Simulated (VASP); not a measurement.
# As (R-3m) in VASP: further runs, part 2 of 2

VASP 6.6.1. The steps go on from the part before.

### Step 3. Single point, PBE (22.61 Å³/atom)

This run uses another cell than the first one, of 22.61 Å³/atom.

Contents of INCAR:

```
SYSTEM = As
ALGO = Normal
EDIFF = 1E-7
ENCUT = 520
GGA = PE
ISIF = 2
ISMEAR = -1
LASPH = .TRUE.
LCHARG = .FALSE.
LREAL = .FALSE.
LWAVE = .FALSE.
NBANDS = 12
NELM = 80
PREC = Accurate
SIGMA = 0.05
```

Contents of KPOINTS:

```
k-points
0
G
  13 13 13
  0 0 0
```

Contents of POSCAR:

```
As
1.0
    1.9166166498      1.1065591387      3.5541357880
   -1.9166166498      1.1065591387      3.5541357880
    0.0000000000     -2.2131182774      3.5541357880
As
2
Direct
    0.2275400000      0.2275400000      0.2275400000
    0.7724600000      0.7724600000      0.7724600000
```

Potentials or basis: VASP PAW PBE potentials, release 64 (As).

Command:

```
$ cat potpaw_PBE.64/As/POTCAR > POTCAR
$ mpirun -np 1 vasp_std > vasp.out
```

OUTCAR:

```text
SYSTEM = As
   EDIFF = 1E-7
   ENCUT = 520
   GGA = PE
   ISIF = 2
   ISMEAR = -1
   LASPH = .TRUE.
   LREAL = .FALSE.
   NELM = 80
   PREC = Accurate

 ion  position               nearest neighbor table
   1  0.228  0.228  0.228-   2 2.57   2 2.57   2 2.57
   2  0.772  0.772  0.772-   1 2.57   1 2.57   1 2.57

  LATTYP: Found a trigonal (rhomboedric) cell.
 ALAT       =     4.1868572592
 COS(alpha) =     0.5808936906

  Lattice vectors:

 A1 = (   1.9166166498,   1.1065591387,   3.5541357880)
 A2 = (  -1.9166166498,   1.1065591387,   3.5541357880)
 A3 = (   0.0000000000,  -2.2131182774,   3.5541357880)

Analysis of symmetry for initial positions (statically):
=====================================================================
 Subroutine PRICEL returns:
 Original cell was already a primitive cell.

 Routine SETGRP: Setting up the symmetry group for a
 trigonal (rhombohedral) supercell.

 Subroutine GETGRP returns: Found 12 space group operations
 (whereof 12 operations were pure point group operations)
 out of a pool of 12 trial point group operations.

The static configuration has the point symmetry D_3d.

[... 172 lines left out ...]
      5       3.0279      2.00000
      6       6.6700      0.00000
      7       7.7790      0.00000
      8       7.7790      0.00000
      9      11.7374      0.00000
     10      11.7374      0.00000
     11      12.0747      0.00000
     12      13.5820      0.00000
[... 331 lines left out ...]
 k-point    24 :       0.4615    0.1538    0.0000
  band No.  band energies     occupation
      1      -7.5003      2.00000
      2      -5.1095      2.00000
      3       1.0066      2.00000
      4       1.6793      2.00000
      5       3.1834      2.00000
      6       6.5221      0.00000
      7       6.7406      0.00000
      8       7.7443      0.00000
      9      11.5401      0.00000
     10      14.4873      0.00000
     11      15.0231      0.00000
     12      16.6422      0.00000

 [... further k-points ...]

------------------------ aborting loop because EDIFF is reached ----------------------------------------

  FORCE on cell =-STRESS in cart. coord.  units (eV):
  Direction    XX          YY          ZZ          XY          YZ          ZX
  --------------------------------------------------------------------------------------
  -------------------------------------------------------------------------------------
  Total       -0.1885279     -0.1885279     -0.0882652      0.0000000     -0.0000000      0.0000000
  in kB       -6.6786854     -6.6786854     -3.1268354      0.0000000     -0.0000000      0.0000000
  external PRESSURE =      -5.4947354 kB  Pullay stress =       0.0000000 kB

 VOLUME and BASIS-vectors are now :
 -----------------------------------------------------------------------------
  energy-cutoff  :      520.00
  volume of cell :       45.23
      direct lattice vectors                 reciprocal lattice vectors
     1.916616650  1.106559139  3.554135788     0.260876373  0.150617044  0.093787450
    -1.916616650  1.106559139  3.554135788    -0.260876373  0.150617044  0.093787450
     0.000000000 -2.213118277  3.554135788     0.000000000 -0.301234088  0.093787450

 POSITION                                       TOTAL-FORCE (eV/Angst)
 -----------------------------------------------------------------------------------
      0.00000      0.00000      2.42612         0.000000      0.000000     -0.095347
      0.00000      0.00000      8.23628         0.000000     -0.000000      0.095347
 -----------------------------------------------------------------------------------
    total drift:                               -0.000000      0.000000     -0.000000

  FREE ENERGIE OF THE ION-ELECTRON SYSTEM (eV)
  ---------------------------------------------------
  free  energy   TOTEN  =        -9.3425447660 eV

  energy  without entropy=       -9.3416586661  energy(sigma->0) =       -9.34210172
```

OSZICAR:

```text
N       E                     dE             d eps       ncg     rms          rms(c)
DAV:   1     0.283826693895E+02    0.28383E+02   -0.41347E+03  5544   0.690E+02
DAV:   2    -0.771862423859E+01   -0.36101E+02   -0.34446E+02  7564   0.108E+02
DAV:   3    -0.934439233268E+01   -0.16258E+01   -0.16201E+01  6936   0.237E+01
DAV:   4    -0.935283193471E+01   -0.84396E-02   -0.84369E-02  6308   0.196E+00
DAV:   5    -0.935285452225E+01   -0.22588E-04   -0.22588E-04  6936   0.110E-01    0.306E+00
DAV:   6    -0.934603055735E+01    0.68240E-02   -0.42736E-03  6308   0.420E-01    0.184E+00
DAV:   7    -0.934236506996E+01    0.36655E-02   -0.10027E-02  6480   0.656E-01    0.926E-02
DAV:   8    -0.934249528598E+01   -0.13022E-03   -0.37919E-04  6784   0.115E-01    0.323E-02
DAV:   9    -0.934254518257E+01   -0.49897E-04   -0.63456E-05  6496   0.509E-02    0.111E-02
DAV:  10    -0.934254478258E+01    0.40000E-06   -0.47835E-06  6764   0.121E-02    0.312E-03
DAV:  11    -0.934254476599E+01    0.16586E-07   -0.72926E-07  6408   0.530E-03
   1 F= -.93425448E+01 E0= -.93421017E+01  d E =-.886100E-03
```

stdout:

```text
POSCAR found type information on POSCAR As
 POSCAR found :  1 types and       2 ions
 scaLAPACK will be used
 LDA part: xc-table for (Slater+PW92), standard interpolation
 POSCAR, INCAR and KPOINTS ok, starting setup
 FFT: planning ... GRIDC
 FFT: planning ... GRID_SOFT
 FFT: planning ... GRID
 WAVECAR not read
 entering main loop
```

Wall time 3.5 min (1 thread of AMD EPYC 7R13, shared host); peak memory 0.22 GiB.

Results:

```yaml
Free_energy: -9.3425 eV
Pressure: -0.5 GPa
Largest_force: 0.095 eV/Å
Band_gap_on_the_k_mesh: zero (bands 5 and 6 overlap by 0.34 eV)
```

Forces on the atoms (eV/Å):
```
As   0.000  0.000 -0.095
As   0.000  0.000  0.095
```
